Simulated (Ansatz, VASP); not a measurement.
# Two plane-wave programs on Si

Contents of INCAR:

```
PREC = Accurate ; ENCUT = 600
EDIFF = 1E-6 ; ISMEAR = 0
SIGMA = 0.01 ; LREAL = F
LASPH = T ; NELM = 60
ALGO = Normal ; ISIF = 3
LWAVE = F ; LCHARG = F
GGA = CA ; IBRION = 2
NSW = 80 ; EDIFFG = -0.002
```

KPOINTS

```
regular mesh
0
Gamma
  6 6 6
```

POSCAR

```
Si
1.0
    5.4310000000      0.0000000000      0.0000000000
    0.0000000000      5.4310000000      0.0000000000
    0.0000000000      0.0000000000      5.4310000000
Si
8
Direct
    0.0000000000      0.0000000000      0.0000000000
    0.0000000000      0.5000000000      0.5000000000
    0.5000000000      0.0000000000      0.5000000000
    0.5000000000      0.5000000000      0.0000000000
    0.2500000000      0.2500000000      0.2500000000
    0.2500000000      0.7500000000      0.7500000000
    0.7500000000      0.2500000000      0.7500000000
    0.7500000000      0.7500000000      0.2500000000
```

Input for Ansatz:

```yaml
crystal:
  lattice:
    - [5.431, 0.0, 0.0]
    - [0.0, 5.431, 0.0]
    - [0.0, 0.0, 5.431]
  atoms:
    - { symbol: Si, position: [0.0, 0.0, 0.0] }
    - { symbol: Si, position: [0.0, 0.5, 0.5] }
    - { symbol: Si, position: [0.5, 0.0, 0.5] }
    - { symbol: Si, position: [0.5, 0.5, 0.0] }
    - { symbol: Si, position: [0.25, 0.25, 0.25] }
    - { symbol: Si, position: [0.25, 0.75, 0.75] }
    - { symbol: Si, position: [0.75, 0.25, 0.75] }
    - { symbol: Si, position: [0.75, 0.75, 0.25] }
scf:
  occupations: { method: fixed }
output:
  forces: true
  stress: true
  eigenvalues: true
hamiltonian:
  xc: lda
kpoints:
  mp_grid: { grid: [6, 6, 6] }
relax:
  f_tol: 0.002
  cell: { stress_tol: 0.02 }
```

Alike in both runs: task relaxation of cell and atoms; functional LDA; k mesh 6 × 6 × 6; no spin polarisation.

```csv
,VASP,Ansatz
version,VASP 6.6.1,Ansatz 0.2.0
potentials or method,"VASP PAW LDA potentials, release 64 (Si)","scalar-relativistic, plane waves, PAW"
plane-wave cutoff (eV),600,420
occupations,"gaussian, width 0.01 eV",fixed
valence electrons in the cell,32,32
```

```csv
,VASP,Ansatz,Ansatz less VASP
"gap on the k mesh at the Fermi level, each at its own relaxed structure (eV)",0.44,0.44,+0.001
relaxed volume (Å³/atom),19.72,19.70,-0.011
relaxed cell length with the largest relative difference (Å),5.403,5.402,-0.0010
```

LDA's correlation is that of Perdew and Zunger in VASP and of Perdew and Wang (1992) in Ansatz.
